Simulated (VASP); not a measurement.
# InSe2 (P4_2/mnm) in VASP: further runs, part 2 of 2

VASP 6.6.1. The steps go on from the part before.

## Step 3: Single point, r2SCAN

This run uses another cell than the first one, of 27.92 Å³/atom, 1.112 times its volume.

POSCAR reads:

```
InSe2
1.0
    6.3916220096      0.0000000000      0.0000000000
    0.0000000000      6.3916220096      0.0000000000
    0.0000000000      0.0000000000      4.1011044905
In Se
2 4
Direct
    0.0000000000      0.0000000000      0.0000000000
    0.5000000000      0.5000000000      0.5000000000
    0.3045340729      0.3045340729      0.0000000000
    0.1954659271      0.8045340729      0.5000000000
    0.6954659271      0.6954659271      0.0000000000
    0.8045340729      0.1954659271      0.5000000000
```

INCAR.step1 reads:

```
PREC     = Accurate       # precision mode
ENCUT    = 520            # plane-wave cutoff, eV
ISMEAR   = 0              # smearing method
SIGMA    = 0.1            # smearing width, eV
LREAL    = F              # projectors in reciprocal space
LASPH    = T              # aspherical terms in the spheres
NELM     = 100            # most SCF steps
NBANDS   = 34             # bands
GGA      = PE             # functional
ALGO     = Normal         # electronic algorithm
EDIFF    = 1E-4           # SCF threshold, eV
LWAVE    = T              # write WAVECAR
LCHARG   = F              # write CHGCAR
```

INCAR.step2 reads:

```
PREC     = Accurate       # precision mode
ENCUT    = 520            # plane-wave cutoff, eV
EDIFF    = 1E-6           # SCF threshold, eV
ISMEAR   = 0              # smearing method
SIGMA    = 0.1            # smearing width, eV
LREAL    = F              # projectors in reciprocal space
LASPH    = T              # aspherical terms in the spheres
NELM     = 100            # most SCF steps
ALGO     = Normal         # electronic algorithm
ISIF     = 2              # what is computed and relaxed
LWAVE    = F              # write WAVECAR
LCHARG   = F              # write CHGCAR
METAGGA  = R2SCAN         # meta-GGA
LMIXTAU  = T            
NBANDS   = 34             # bands
ISTART   = 1
```

KPOINTS reads:

```
Automatic mesh
0
Gamma
  4 4 4
```

Potentials or basis: VASP PAW PBE potentials, release 64 (In_d, Se).

Launch:

```
$ cat potpaw_PBE.64/In_d/POTCAR potpaw_PBE.64/Se/POTCAR > POTCAR
$ cp INCAR.step1 INCAR
$ mpirun -np 1 vasp_std > vasp.out
$ cp INCAR.step2 INCAR
$ mpirun -np 1 vasp_std > vasp.out
```

OUTCAR:

```text
PREC = Accurate
   ENCUT = 520
   EDIFF = 1E-6
   ISMEAR = 0
   LREAL = F
   LASPH = T
   NELM = 100
   ISIF = 2
   METAGGA = R2SCAN
   ISTART = 1

 ion  position               nearest neighbor table
   1  0.000  0.000  0.000-   4 2.71   6 2.71   4 2.71   6 2.71   5 2.75   3 2.75
   2  0.500  0.500  0.500-   3 2.71   5 2.71   3 2.71   5 2.71   4 2.75   6 2.75
   3  0.305  0.305  0.000-   2 2.71   2 2.71   1 2.75
   4  0.195  0.805  0.500-   1 2.71   1 2.71   2 2.75
   5  0.695  0.695  0.000-   2 2.71   2 2.71   1 2.75
   6  0.805  0.195  0.500-   1 2.71   1 2.71   2 2.75

  LATTYP: Found a simple tetragonal cell.
 ALAT       =     6.3916220096
 C/A-ratio  =     0.6416375193

  Lattice vectors:

 A1 = (   6.3916220096,   0.0000000000,   0.0000000000)
 A2 = (   0.0000000000,   6.3916220096,   0.0000000000)
 A3 = (   0.0000000000,   0.0000000000,   4.1011044905)

Analysis of symmetry for initial positions (statically):
=====================================================================
 Subroutine PRICEL returns:
 Original cell was already a primitive cell.

 Routine SETGRP: Setting up the symmetry group for a
 simple tetragonal supercell.

 Subroutine GETGRP returns: Found 16 space group operations
 (whereof  8 operations were pure point group operations)
 out of a pool of 16 trial point group operations.

The static configuration has the point symmetry D_2h.
 The point group associated with its full space group is D_4h.

Analysis of symmetry for dynamics (positions and initial velocities):
=====================================================================
 Subroutine PRICEL returns:
 Original cell was already a primitive cell.

 Routine SETGRP: Setting up the symmetry group for a
 simple tetragonal supercell.

 Subroutine GETGRP returns: Found 16 space group operations
 (whereof  8 operations were pure point group operations)
 out of a pool of 16 trial point group operations.

The dynamic configuration has the point symmetry D_2h.
 The point group associated with its full space group is D_4h.

 Subroutine INISYM returns: Found 16 space group operations
 (whereof  8 operations are pure point group operations),
 and found     1 'primitive' translations

----------------------------------------------------------------------------------------

                                     Primitive cell

  volume of cell :     167.5417

  direct lattice vectors                    reciprocal lattice vectors
     6.391622010  0.000000000  0.000000000     0.156454809  0.000000000  0.000000000
     0.000000000  6.391622010  0.000000000     0.000000000  0.156454809  0.000000000
     0.000000000  0.000000000  4.101104491     0.000000000  0.000000000  0.243836752

  length of vectors
     6.391622010  6.391622010  4.101104491     0.156454809  0.156454809  0.243836752

  position of ions in fractional coordinates (direct lattice)
     0.000000000  0.000000000  0.000000000
     0.500000000  0.500000000  0.500000000
     0.304534073  0.304534073  0.000000000
     0.195465927  0.804534073  0.500000000
     0.695465927  0.695465927  0.000000000
     0.804534073  0.195465927  0.500000000

  ion indices of the primitive-cell ions
   primitive index   ion index
                 1           1
                 2           2
                 3           3
                 4           4
                 5           5
[... 32 lines left out ...]
  0.500000  0.000000  0.000000      2.000000
  0.250000  0.250000  0.000000      4.000000
  0.500000  0.250000  0.000000      4.000000
  0.500000  0.500000  0.000000      1.000000
[... 10 lines left out ...]
  0.500000  0.250000  0.500000      4.000000
  0.500000  0.500000  0.500000      1.000000
   k-points           NKPTS =     18   k-points in BZ     NKDIM =     18   number of bands    NBANDS=     34
   number of dos      NEDOS =    301   number of ions     NIONS =      6
   total plane-waves  NPLWV =  73728
   dimension x,y,z NGX =    48 NGY =   48 NGZ =   32
   dimension x,y,z NGXF=    96 NGYF=   96 NGZF=   64
   ions per type =               2   4
   NGX,Y,Z   is equivalent  to a cutoff of  12.48, 12.48, 12.97 a.u.
   NGXF,Y,Z  is equivalent  to a cutoff of  24.97, 24.97, 25.94 a.u.
 SYSTEM =  unknown system
   PREC   = accura    normal or accurate (medium, high low for compatibility)
   ISTART =      1    job   : 0-new  1-cont  2-samecut
   ICHARG =      0    charge: 1-file 2-atom 10-const
   ISPIN  =      1    spin polarized calculation?
   LNONCOLLINEAR =      F non collinear calculations
   LSORBIT =      F    spin-orbit coupling
   LASPH  =      T    aspherical Exc in radial PAW
   ENCUT  =  520.0 eV  38.22 Ry    6.18 a.u.  11.88 11.88  7.63*2*pi/ulx,y,z
   NELM   =    100;   NELMIN=  2; NELMDL=  0     # of ELM steps
   EDIFF  = 0.1E-05   stopping-criterion for ELM
   LREAL  =      F    real-space projection
   EDIFFG = 0.1E-04   stopping-criterion for IOM
   NSW    =      0    number of steps for IOM
   IBRION =     -1    ionic relax: 0-MD 1-quasi-New 2-CG
   NFREE  =      0    steps in history (QN), initial steepest desc. (CG)
   ISIF   =      2    stress and relaxation
   ISYM   =      2    0-nonsym 1-usesym 2-fastsym
   POTIM  = 0.5000    time-step for ionic-motion
   TEBEG  =    0.0;   TEEND  =   0.0 temperature during run
   PSTRESS=    0.0 pullay stress
   NELECT =      50.0000    total number of electrons
   NUPDOWN=      -1.0000    fix difference up-down
   EMIN   =  10.00;   EMAX   =-10.00  energy-range for DOS
   EFERMI =   0.00;   METHOD = LEGACY
   ISMEAR =     0;   SIGMA  =   0.10  broadening in eV -4-tet -1-fermi 0-gaus
   EFERMI_NEDOS =   21; number of points for ismear=-14 and -15
   IALGO  =     38    algorithm
   IMIX   =      4    mixing-type and parameters
     AMIX     =   0.40;   BMIX     =  1.00
     AMIX_MAG =   1.60;   BMIX_MAG =  1.00
  volume/ion in A,a.u.               =      27.92       188.44
  Fermi-wavevector in a.u.,A,eV,Ry     =   1.094016  2.067391 16.284431  1.196872
  Thomas-Fermi vector in A             =   2.230313
   LORBIT       =      0    0 simple, 1 ext, 2 COOP (PROOUT), +10 PAW based schemes
   METAGGA = R2SCAN    functional components
   LHFCALC =     F    Hartree Fock is set to
   AEXX    =    0.0000 exact exchange contribution
   IVDW    =     0    specifies the selected vdW correction
   LEPSILON=     F    determine dielectric tensor
   LRPA    =     F    only Hartree local field effects (RPA)
 non-spin polarized calculation
 Gauss-broadening in eV      SIGMA  =   0.10
  energy-cutoff  :      520.00
  volume of cell :      167.54
 maximum number of plane-waves:      4539
 NGX is ok and might be reduce to    48
   NGX = 23   NGY = 23   NGZ = 15

 number of electron      50.0000018 magnetization

 Free energy of the ion-electron system (eV)
  ---------------------------------------------------
  ext. energy  EPLUGINS =         0.00000000
  ---------------------------------------------------
  free energy    TOTEN  =      -103.59580261 eV

  energy without entropy =     -103.54782377  energy(sigma->0) =     -103.57181319

 E-fermi :   2.5527     XC(G=0):  -9.5156

 val. band max:        2.4926463164   @ k =   0.2500   0.2500   0.0000
 cond. band min:       2.5547326632   @ k =   0.2500   0.0000   0.2500
 fundamental gap:      0.0620863468
 Fermi energy:         2.5526649537

 k-point     1 :       0.0000    0.0000    0.0000
  band No.  band energies     occupation
      1     -12.2944      2.00000
      2     -11.9919      2.00000
      3     -11.9049      2.00000
      4     -11.9049      2.00000
      5     -11.7993      2.00000
      6     -11.7964      2.00000
[... 655 lines left out ...]
     33      10.7114      0.00000
     34      10.7114      0.00000

------------------------ aborting loop because EDIFF is reached ----------------------------------------

  FORCE on cell =-STRESS in cart. coord.  units (eV):
  Direction    XX          YY          ZZ          XY          YZ          ZX
  --------------------------------------------------------------------------------------
  -------------------------------------------------------------------------------------
  Total       -0.0067727     -0.0067727     -0.1692816      0.0000000      0.0000000      0.0000000
  in kB       -0.0647668     -0.0647668     -1.6188154      0.0000000      0.0000000      0.0000000
  external PRESSURE =      -0.5827830 kB  Pullay stress =       0.0000000 kB

 VOLUME and BASIS-vectors are now :
 -----------------------------------------------------------------------------
  energy-cutoff  :      520.00
  volume of cell :      167.54
      direct lattice vectors                 reciprocal lattice vectors
     6.391622010  0.000000000  0.000000000     0.156454809  0.000000000  0.000000000
     0.000000000  6.391622010  0.000000000     0.000000000  0.156454809  0.000000000
     0.000000000  0.000000000  4.101104491     0.000000000  0.000000000  0.243836752

 POSITION                                       TOTAL-FORCE (eV/Angst)
 -----------------------------------------------------------------------------------
      0.00000      0.00000      0.00000        -0.000000      0.000000      0.000000
      3.19581      3.19581      2.05055        -0.000000      0.000000      0.000000
      1.94647      1.94647      0.00000         0.010000      0.010000      0.000000
      1.24934      5.14228      2.05055        -0.010000      0.010000      0.000000
      4.44516      4.44516      0.00000        -0.010000     -0.010000     -0.000000
      5.14228      1.24934      2.05055         0.010000     -0.010000     -0.000000
 -----------------------------------------------------------------------------------
    total drift:                               -0.000000     -0.000000     -0.000000

  FREE ENERGIE OF THE ION-ELECTRON SYSTEM (eV)
  ---------------------------------------------------
  free  energy   TOTEN  =      -103.5958026092 eV

  energy  without entropy=     -103.5478237681  energy(sigma->0) =     -103.57181319
```

Run time: 4.2 min. Hardware: 1 thread of Intel Xeon Platinum 8488C (Sapphire Rapids), shared host; peak memory 0.33 GiB.

What came out:

* Free energy: -103.5958 eV
* Pressure: -0.1 GPa
* Largest force: 0.014 eV/Å
* Band gap on the k mesh: zero (band 25 reaches 2.79 eV, above the bottom of band 26 at 1.83 eV)

Forces in eV/Å, atoms in the order of the input:
```
In   0.000  0.000  0.000
In   0.000  0.000  0.000
Se   0.010  0.010  0.000
Se  -0.010  0.010  0.000
Se  -0.010 -0.010  0.000
Se   0.010 -0.010  0.000
```

Stress tensor (GPa, compression positive):
```
-0.01  0.00  0.00
 0.00 -0.01  0.00
 0.00  0.00 -0.16
```

Caveat: the k points lie up to 0.38 Å⁻¹ apart; the PAW data sets were made with another functional, which shifts forces and pressure a little; spin-orbit coupling is left out, which moves the levels of the heavy elements.
